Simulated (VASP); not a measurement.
A run of VASP 6.6.1:

The input INCAR:

```
PREC = Accurate ; ENCUT = 520
EDIFF = 1E-6 ; ISMEAR = 1
SIGMA = 0.1 ; LREAL = F
LASPH = T ; NELM = 100
ALGO = Normal ; ISIF = 2
LWAVE = F ; LCHARG = T
LELF = T ; LVHAR = T
NBANDS = 21
```

File KPOINTS:

```
Automatic mesh
0
Gamma
  7 7 7
```

The input POSCAR:

```
Mo
1.0
    0.0000000000      2.7835343411      2.7835343411
    2.7835343411      0.0000000000      2.7835343411
    2.7835343411      2.7835343411      0.0000000000
Mo
2
Direct
    0.0000000000      0.0000000000      0.0000000000
    0.2500000000      0.2500000000      0.2500000000
```

Potentials or basis: VASP PAW LDA potentials, release 64 (Mo_sv).

Run with:

```bash
$ cat potpaw_LDA.64/Mo_sv/POTCAR > POTCAR
$ mpirun -np 1 vasp_std > vasp.out
```

Hardware: 1 thread of Intel Xeon 8259CL (shared host).

Question: How long does it take, and how much memory?

Answer: It took 19 s on 1 thread of Intel Xeon 8259CL, on a shared host, peak memory 0.15 GiB. Counts: scf iterations 11, k points 20.
